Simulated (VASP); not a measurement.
Here is a VASP 6.6.1 calculation.

File INCAR:

```
SYSTEM = Ag
ALGO = Normal
EDIFF = 1E-8
ENCUT = 520
GGA = PE
ISIF = 2
ISMEAR = -1
LASPH = .True.
LCHARG = .False.
LEFG = .True.
LREAL = .False.
LWAVE = .False.
NBANDS = 30
NELM = 60
PREC = Accurate
SIGMA = 0.08
```

KPOINTS

```
k-points
0
Gamma
  14 14 4
  0 0 0
```

POSCAR

```
Ag
1.0
    2.8668278625      0.0000000000      0.0000000000
   -1.4334139312      2.4827457572      0.0000000000
    0.0000000000      0.0000000000      9.9328838838
Ag
4
Direct
    0.3333333333      0.6666666667      0.2500000000
    0.6666666667      0.3333333333      0.7500000000
    0.0000000000      0.0000000000      0.0000000000
    0.0000000000      0.0000000000      0.5000000000
```

Potentials or basis: VASP PAW PBE potentials, release 64 (Ag).

The run is started by

```console
$ cat potpaw_PBE.64/Ag/POTCAR > POTCAR
$ mpirun -np 1 vasp_std > vasp.out
```

Problem. Estimate the pressure.

Solution. 1.4 GPa.

Problem. Predict the band gap on the k mesh.

Solution. Zero (bands 22 and 23 overlap by 6.16 eV).

Electric field gradients, principal values (V/Å²):
```csv
atom,least,middle,greatest (by size)
1 Ag,-5.650,-5.650,11.301
2 Ag,-5.650,-5.650,11.301
3 Ag,-5.024,-5.024,10.048
4 Ag,-5.024,-5.024,10.048
```

Caveat: without QUAD_EFG the Cq values of the log hold for a quadrupole moment of 1 mb, not for the nuclei.
